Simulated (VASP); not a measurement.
# CoSi2 (fluorite type) (Fm-3m) in VASP: notebook

CoSi2 (fluorite type) is run at these levels: PBE; tasks: single point.

Everything below comes from runs of VASP 6.6.1. Logs are shortened: lines on timing, memory, paths and dates and some standing lists are left out, and cuts for length are marked.

## (1) The cell of the first run

Symmetry: Fm-3m, No. 225, cubic system. Conventional cell: a = 4.570 Å, b = 4.570 Å, c = 4.570 Å, α = 90.00°, β = 90.00°, γ = 90.00°. Within 2.6 Å of Co (site symmetry m-3m) lie 8 Si at 1.98 Å. Within 2.6 Å of Si (site symmetry -43m) lie 4 Co at 1.98 Å and 6 Si at 2.29 Å.

## (2) Single point, PBE (volume scaled by 0.62)

Contents of INCAR:

```
ALGO = Normal ; EDIFF = 1E-6
ENCUT = 520 ; GGA = PE
ISIF = 2 ; ISMEAR = -1
LASPH = True ; LCHARG = False
LREAL = False ; LWAVE = False
NBANDS = 16 ; NELM = 100
PREC = Accurate ; SIGMA = 0.1
```

Contents of KPOINTS:

```
k-points
0
Gamma
  11 11 11
```

Contents of POSCAR:

```
CoSi2
1.0
    0.0000000000      2.2851974460      2.2851974460
    2.2851974460      0.0000000000      2.2851974460
    2.2851974460      2.2851974460      0.0000000000
Co Si
1 2
Direct
    0.0000000000      0.0000000000      0.0000000000
    0.2500000000      0.2500000000      0.2500000000
    0.7500000000      0.7500000000      0.7500000000
```

Potentials or basis: VASP PAW PBE potentials, release 64 (Co, Si).

Launch:

```console
> cat potpaw_PBE.64/Co/POTCAR potpaw_PBE.64/Si/POTCAR > POTCAR
> mpirun -np 1 vasp_std > vasp.out
```

OUTCAR:

```text
EDIFF = 1E-6
   ENCUT = 520
   GGA = PE
   ISIF = 2
   ISMEAR = -1
   LASPH = True
   LREAL = False
   NELM = 100
   PREC = Accurate

 ion  position               nearest neighbor table
   1  0.000  0.000  0.000-   2 1.98   3 1.98   3 1.98   3 1.98   3 1.98   2 1.98   2 1.98   2 1.98

   2  0.250  0.250  0.250-   1 1.98   1 1.98   1 1.98   1 1.98   3 2.29   3 2.29   3 2.29   3 2.29
                             3 2.29   3 2.29
   3  0.750  0.750  0.750-   1 1.98   1 1.98   1 1.98   1 1.98   2 2.29   2 2.29   2 2.29   2 2.29
                             2 2.29   2 2.29

  LATTYP: Found a face centered cubic cell.
 ALAT       =     4.5703948920

  Lattice vectors:

 A1 = (   0.0000000000,   2.2851974460,   2.2851974460)
 A2 = (   2.2851974460,   0.0000000000,   2.2851974460)
 A3 = (   2.2851974460,   2.2851974460,   0.0000000000)

Analysis of symmetry for initial positions (statically):
=====================================================================
 Subroutine PRICEL returns:
 Original cell was already a primitive cell.

 Routine SETGRP: Setting up the symmetry group for a
 face centered cubic supercell.

 Subroutine GETGRP returns: Found 48 space group operations
 (whereof 48 operations were pure point group operations)
 out of a pool of 48 trial point group operations.

The static configuration has the point symmetry O_h .

Analysis of symmetry for dynamics (positions and initial velocities):
=====================================================================
 Subroutine PRICEL returns:
 Original cell was already a primitive cell.

 Routine SETGRP: Setting up the symmetry group for a
 face centered cubic supercell.

 Subroutine GETGRP returns: Found 48 space group operations
 (whereof 48 operations were pure point group operations)
 out of a pool of 48 trial point group operations.

The dynamic configuration has the point symmetry O_h .

 Subroutine INISYM returns: Found 48 space group operations
 (whereof 48 operations are pure point group operations),
 and found     1 'primitive' translations

----------------------------------------------------------------------------------------

                                     Primitive cell

  volume of cell :      23.8672

  direct lattice vectors                    reciprocal lattice vectors
     0.000000000  2.285197446  2.285197446    -0.218799474  0.218799474  0.218799474
     2.285197446  0.000000000  2.285197446     0.218799474 -0.218799474  0.218799474
     2.285197446  2.285197446  0.000000000     0.218799474  0.218799474 -0.218799474

  length of vectors
     3.231757221  3.231757221  3.231757221     0.378971806  0.378971806  0.378971806

  position of ions in fractional coordinates (direct lattice)
     0.000000000  0.000000000  0.000000000
     0.250000000  0.250000000  0.250000000
     0.750000000  0.750000000  0.750000000

  ion indices of the primitive-cell ions
   primitive index   ion index
                 1           1
                 2           2
                 3           3

----------------------------------------------------------------------------------------

 KPOINTS: k-points

Automatic generation of k-mesh.
 Grid dimensions read from file:
 generate k-points for:   11   11   11

 Generating k-lattice:

  Cartesian coordinates                     Fractional coordinates (reciprocal lattice)
    -0.019890861  0.019890861  0.019890861     0.090909091  0.000000000  0.000000000
     0.019890861 -0.019890861  0.019890861     0.000000000  0.090909091  0.000000000
     0.019890861  0.019890861 -0.019890861     0.000000000  0.000000000  0.090909091

  Length of vectors
     0.034451982  0.034451982  0.034451982

  Shift w.r.t. Gamma in fractional coordinates (k-lattice)
     0.000000000  0.000000000  0.000000000

 Subroutine IBZKPT returns following result:
 ===========================================

 Found     56 irreducible k-points:

 Following reciprocal coordinates:
            Coordinates               Weight
  0.000000  0.000000  0.000000      1.000000
  0.090909  0.000000  0.000000      8.000000
  0.181818  0.000000  0.000000      8.000000
  0.272727  0.000000  0.000000      8.000000
  0.363636  0.000000  0.000000      8.000000
  0.454545  0.000000  0.000000      8.000000
[... 16 lines left out ...]
 -0.272727  0.181818  0.000000     24.000000
 -0.181818  0.181818  0.000000     12.000000
 [... further k-points ...]
   k-points           NKPTS =     56   k-points in BZ     NKDIM =     56   number of bands    NBANDS=     16
   number of dos      NEDOS =    301   number of ions     NIONS =      3
   total plane-waves  NPLWV =  13824
   dimension x,y,z NGX =    24 NGY =   24 NGZ =   24
   dimension x,y,z NGXF=    48 NGYF=   48 NGZF=   48
   ions per type =               1   2
   NGX,Y,Z   is equivalent  to a cutoff of  12.35, 12.35, 12.35 a.u.
   NGXF,Y,Z  is equivalent  to a cutoff of  24.69, 24.69, 24.69 a.u.
 SYSTEM =  unknown system
   PREC   = accura    normal or accurate (medium, high low for compatibility)
   ISTART =      0    job   : 0-new  1-cont  2-samecut
   ICHARG =      2    charge: 1-file 2-atom 10-const
   ISPIN  =      1    spin polarized calculation?
   LNONCOLLINEAR =      F non collinear calculations
   LSORBIT =      F    spin-orbit coupling
   LASPH  =      T    aspherical Exc in radial PAW
   ENCUT  =  520.0 eV  38.22 Ry    6.18 a.u.   6.01  6.01  6.01*2*pi/ulx,y,z
   NELM   =    100;   NELMIN=  2; NELMDL= -5     # of ELM steps
   EDIFF  = 0.1E-05   stopping-criterion for ELM
   LREAL  =      F    real-space projection
   EDIFFG = 0.1E-04   stopping-criterion for IOM
   NSW    =      0    number of steps for IOM
   IBRION =     -1    ionic relax: 0-MD 1-quasi-New 2-CG
   NFREE  =      0    steps in history (QN), initial steepest desc. (CG)
   ISIF   =      2    stress and relaxation
   ISYM   =      2    0-nonsym 1-usesym 2-fastsym
   POTIM  = 0.5000    time-step for ionic-motion
   TEBEG  =    0.0;   TEEND  =   0.0 temperature during run
   PSTRESS=    0.0 pullay stress
   NELECT =      17.0000    total number of electrons
   NUPDOWN=      -1.0000    fix difference up-down
   EMIN   =  10.00;   EMAX   =-10.00  energy-range for DOS
   EFERMI =   0.00;   METHOD = LEGACY
   ISMEAR =    -1;   SIGMA  =   0.10  broadening in eV -4-tet -1-fermi 0-gaus
   EFERMI_NEDOS =   21; number of points for ismear=-14 and -15
   IALGO  =     38    algorithm
   IMIX   =      4    mixing-type and parameters
     AMIX     =   0.40;   BMIX     =  1.00
     AMIX_MAG =   1.60;   BMIX_MAG =  1.00
  volume/ion in A,a.u.               =       7.96        53.69
  Fermi-wavevector in a.u.,A,eV,Ry     =   1.462034  2.762843 29.083035  2.137543
  Thomas-Fermi vector in A             =   2.578295
   LORBIT       =      0    0 simple, 1 ext, 2 COOP (PROOUT), +10 PAW based schemes
   GGA     = PE    functional components
   LHFCALC =     F    Hartree Fock is set to
   AEXX    =    0.0000 exact exchange contribution
   IVDW    =     0    specifies the selected vdW correction
   LEPSILON=     F    determine dielectric tensor
   LRPA    =     F    only Hartree local field effects (RPA)
 non-spin polarized calculation
  energy-cutoff  :      520.00
  volume of cell :       23.87
 maximum number of plane-waves:       654
   NGX = 13   NGY = 13   NGZ = 13

 number of electron      17.0000001 magnetization

 Free energy of the ion-electron system (eV)
  ---------------------------------------------------
  ext. energy  EPLUGINS =         0.00000000
  ---------------------------------------------------
  free energy    TOTEN  =       -12.08507327 eV

  energy without entropy =      -12.06863827  energy(sigma->0) =      -12.07685577

 E-fermi :  18.0847     XC(G=0): -14.1063

 val. band max:       17.8888989683   @ k =  -0.3636   0.1818   0.0000
 cond. band min:      18.1181529679   @ k =  -0.2727   0.2727   0.0000
 fundamental gap:      0.2292539996
 Fermi energy:        18.0846906059

 k-point     1 :       0.0000    0.0000    0.0000
  band No.  band energies     occupation
      1       0.6643      2.00000
      2      11.2140      2.00000
      3      11.2140      2.00000
      4      11.2140      2.00000
      5      13.7942      2.00000
      6      13.7942      2.00000
[... 8 lines left out ...]
     15      26.6076      0.00000
     16      26.6076      0.00000

 k-point     2 :       0.0909    0.0000    0.0000
  band No.  band energies     occupation
      1       0.8440      2.00000
      2      11.0191      2.00000
      3      11.2793      2.00000
      4      11.2793      2.00000
      5      13.7363      2.00000
      6      13.7363      2.00000
[... 8 lines left out ...]
     15      25.7954      0.00000
     16      26.7895      0.00000

 k-point     3 :       0.1818    0.0000    0.0000
  band No.  band energies     occupation
      1       1.3769      2.00000
      2      10.4272      2.00000
      3      11.4381      2.00000
      4      11.4381      2.00000
      5      13.6429      2.00000
      6      13.6429      2.00000
[... 8 lines left out ...]
     15      26.2479      0.00000
     16      28.4164      0.00000

 k-point     4 :       0.2727    0.0000    0.0000
  band No.  band energies     occupation
      1       2.2435      2.00000
      2       9.4190      2.00000
      3      11.5818      2.00000
      4      11.5818      2.00000
      5      13.7031      2.00000
      6      13.7031      2.00000
[... 8 lines left out ...]
     15      26.8427      0.00000
     16      30.2353      0.00000
[... 324 lines left out ...]
 k-point    22 :      -0.3636    0.1818    0.0000
  band No.  band energies     occupation
      1       4.8895      2.00000
      2       7.4477      2.00000
      3      10.5436      2.00000
      4      12.0844      2.00000
      5      13.5825      2.00000
      6      13.6927      2.00000
[... 8 lines left out ...]
     15      30.3340      0.00000
     16      30.8324      0.00000

 k-point    23 :      -0.2727    0.1818    0.0000
  band No.  band energies     occupation
      1       3.5842      2.00000
      2       8.8212      2.00000
      3      10.5592      2.00000
      4      12.2410      2.00000
      5      12.9832      2.00000
      6      14.4433      2.00000
[... 8 lines left out ...]
     15      29.1317      0.00000
     16      31.1337      0.00000

 k-point    24 :      -0.1818    0.1818    0.0000
  band No.  band energies     occupation
      1       2.5315      2.00000
      2       9.7114      2.00000
      3      10.8711      2.00000
      4      12.0460      2.00000
      5      12.9339      2.00000
      6      14.2222      2.00000
[... 8 lines left out ...]
     15      28.9148      0.00000
     16      30.2799      0.00000

 [... further k-points ...]
[... 5 lines left out ...]
  --------------------------------------------------------------------------------------
  -------------------------------------------------------------------------------------
  Total       35.8588418     35.8588418     35.8588418     -0.0000000     -0.0000000     -0.0000000
  in kB     2407.1638612   2407.1638612   2407.1638612     -0.0000000     -0.0000000     -0.0000000
  external PRESSURE =    2407.1638612 kB  Pullay stress =       0.0000000 kB

 VOLUME and BASIS-vectors are now :
 -----------------------------------------------------------------------------
  energy-cutoff  :      520.00
  volume of cell :       23.87
      direct lattice vectors                 reciprocal lattice vectors
     0.000000000  2.285197446  2.285197446    -0.218799474  0.218799474  0.218799474
     2.285197446  0.000000000  2.285197446     0.218799474 -0.218799474  0.218799474
     2.285197446  2.285197446  0.000000000     0.218799474  0.218799474 -0.218799474

 POSITION                                       TOTAL-FORCE (eV/Angst)
 -----------------------------------------------------------------------------------
      0.00000      0.00000      0.00000         0.000000      0.000000      0.000000
      1.14260      1.14260      1.14260         0.000000      0.000000      0.000000
      3.42780      3.42780      3.42780        -0.000000     -0.000000     -0.000000
 -----------------------------------------------------------------------------------
    total drift:                               -0.000000      0.000000      0.000000

  FREE ENERGIE OF THE ION-ELECTRON SYSTEM (eV)
  ---------------------------------------------------
  free  energy   TOTEN  =       -12.0850732690 eV

  energy  without entropy=      -12.0686382651  energy(sigma->0) =      -12.07685577
```

Wall time 22 s (1 thread of Intel Xeon 8259CL, shared host); peak memory 0.15 GiB.

What came out:

| Property | Result |
| --- | --- |
| Free energy | -12.0851 eV |
| Pressure | 240.7 GPa |

 Spin polarisation is off, so any magnetic state and its effect on volume and gap are missing.

## (3) Single point, PBE (volume scaled by 0.72)

Contents of INCAR:

```
  PREC = Accurate
  ENCUT = 520
  EDIFF = 1E-6
  ISMEAR = -1
  SIGMA = 0.1
  LREAL = F
  LASPH = T
  NELM = 60
  ALGO = Normal
  ISIF = 2
  LWAVE = F
  LCHARG = F
  GGA = PE
  NBANDS = 16
```

Contents of KPOINTS:

```
Automatic mesh
0
Gamma
  11 11 11
```

Contents of POSCAR:

```
CoSi2
1.0
    0.0000000000      2.4019870722      2.4019870722
    2.4019870722      0.0000000000      2.4019870722
    2.4019870722      2.4019870722      0.0000000000
Co Si
1 2
Direct
    0.0000000000      0.0000000000      0.0000000000
    0.2500000000      0.2500000000      0.2500000000
    0.7500000000      0.7500000000      0.7500000000
```

Potentials or basis: VASP PAW PBE potentials, release 64 (Co, Si).

Launch:

```console
> cat potpaw_PBE.64/Co/POTCAR potpaw_PBE.64/Si/POTCAR > POTCAR
> mpirun -np 1 vasp_std > vasp.out
```

It took 48 s on 1 thread of Intel Xeon 8259CL, shared host; peak memory 0.17 GiB.

Results (log left out):

```yaml
Free_energy: -16.2824 eV
Pressure: 120.8 GPa
```

Levels at points of the mesh, in eV from the Fermi level:
| k point | band 6 | band 7 | band 8 | band 9 | band 10 | band 11 | band 12 | band 13 |
| --- | --- | --- | --- | --- | --- | --- | --- | --- |
| (0.00, 0.00, 0.00) | -3.33 | 3.36 | 3.36 | 3.36 | 4.61 | 4.92 | 4.92 | 4.92 |

 Spin polarisation is off, so any magnetic state and its effect on volume and gap are missing.

[end of part 1 of 2]
